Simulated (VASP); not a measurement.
Wanted: the native input for a VASP 6.6.1 run.

| Item | Value |
| --- | --- |
| Task | single point |
| Functional | PBEsol |
| Potentials or basis | VASP PAW PBE potentials, release 64 (Mo_sv) |
| Cutoff | 520 eV |
| k mesh | 15 × 15 × 15 |
| Occupations | gaussian, width 0.1 eV |
| Spin | no spin polarisation |
| Dipole correction | no |
| Further INCAR settings | ALGO = Normal; EDIFF = 1e-07; NBANDS = 13 |

The structure of Mo lies in POSCAR:

```
Mo
1.0
   -1.5617125936      1.5617125936      1.5617125936
    1.5617125936     -1.5617125936      1.5617125936
    1.5617125936      1.5617125936     -1.5617125936
Mo
1
Direct
    0.0000000000      0.0000000000      0.0000000000
```

These files were run (other wordings do the same):

INCAR

```
PREC = Accurate
ENCUT = 520
EDIFF = 1E-7
ISMEAR = 0
SIGMA = 0.1
LREAL = False
LASPH = True
NELM = 80
ALGO = Normal
ISIF = 2
LWAVE = False
LCHARG = True
GGA = PS
LELF = True
LVHAR = True
NBANDS = 13
```

KPOINTS

```
regular mesh
0
Gamma
  15 15 15
```

Potentials or basis: VASP PAW PBE potentials, release 64 (Mo_sv).

Run with:

```console
$ cat potpaw_PBE.64/Mo_sv/POTCAR > POTCAR
$ mpirun -np 1 vasp_std > vasp.out
```

It gave:

```yaml
Pressure: 2.6 GPa
Band_gap_on_the_k_mesh: zero (band 7 reaches 16.73 eV, above the bottom of band 8 at 11.46 eV)
```

Caveat: the PAW data sets were made with another functional, which shifts forces and pressure a little.

It took 7.7 s on 1 thread of Intel(R) Xeon(R) 6975P-C (Granite Rapids) (shared host), peak memory 0.14 GiB.
